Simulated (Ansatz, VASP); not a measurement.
# As: VASP beside Ansatz

INCAR

```
SYSTEM = As
  PREC = Accurate
  ENCUT = 400
  EDIFF = 1E-6
  ISMEAR = 0
  SIGMA = 0.02
  LREAL = .FALSE.
  LASPH = .TRUE.
  NELM = 120
  ALGO = Normal
  ISIF = 2
  LWAVE = .FALSE.
  LCHARG = .FALSE.
  LDIPOL = .TRUE.
  IDIPOL = 3
  DIPOL = 0.5 0.5 0.500
  GGA = PE
  IVDW = 12
  NBANDS = 22
  GGA_COMPAT = .FALSE.
  NELMDL = -8
```

KPOINTS

```
regular mesh
0
G
  9 9 1
  0 0 0
```

File POSCAR:

```
As
1.0
    3.5780000000      0.0000000000      0.0000000000
   -1.7890000000      3.0986388948      0.0000000000
    0.0000000000      0.0000000000     28.5742413766
As
2
Direct
    0.3333333333      0.6666666667      0.4790370638
    0.6666666667      0.3333333333      0.5209629362
```

Input for Ansatz:

```yaml
crystal:
  lattice:
    - [3.578, 0.0, 0.0]
    - [-1.789, 3.0986388948, 0.0]
    - [0.0, 0.0, 28.5742413766]
  atoms:
    - { symbol: As, position: [0.3333333333, 0.6666666667, 0.4790370638] }
    - { symbol: As, position: [0.6666666667, 0.3333333333, 0.5209629362] }
  periodic: [true, true, false]
basis:
  ecutwfc: 420
kpoints:
  mp_grid: { grid: [9, 9, 1] }
hamiltonian:
  xc: pbe
  dispersion: d3bj
scf:
  occupations: { method: gaussian, width: 0.02 }
output:
  forces: true
  stress: true
  eigenvalues: true
```

Alike in both runs: task single point; functional PBE; dispersion D3(BJ); k mesh 9 × 9 × 1; occupations gaussian, width 0.02 eV; no spin polarisation.

```csv
,VASP,Ansatz
version,VASP 6.6.1,Ansatz 0.2.0
potentials or method,"VASP PAW PBE potentials, release 64 (As_d), cutoff 400 eV","scalar-relativistic, plane waves, PAW"
valence electrons in the cell,30,30
```

Ansatz gave:

| Quantity | Value |
| --- | --- |
| gap on the k mesh at the Fermi level (eV) | 1.32 |
| least direct gap on the mesh (eV) | 1.44 |
| rms of the force components (eV/Å) | 1.590 |

**Question.** What did VASP give for the same quantities?

**Answer.** gap on the k mesh at the Fermi level (eV): 1.29; least direct gap on the mesh (eV): 1.41; rms of the force components (eV/Å): 1.608.

Atom by atom the forces differ by 0.018 eV/Å (rms over components).
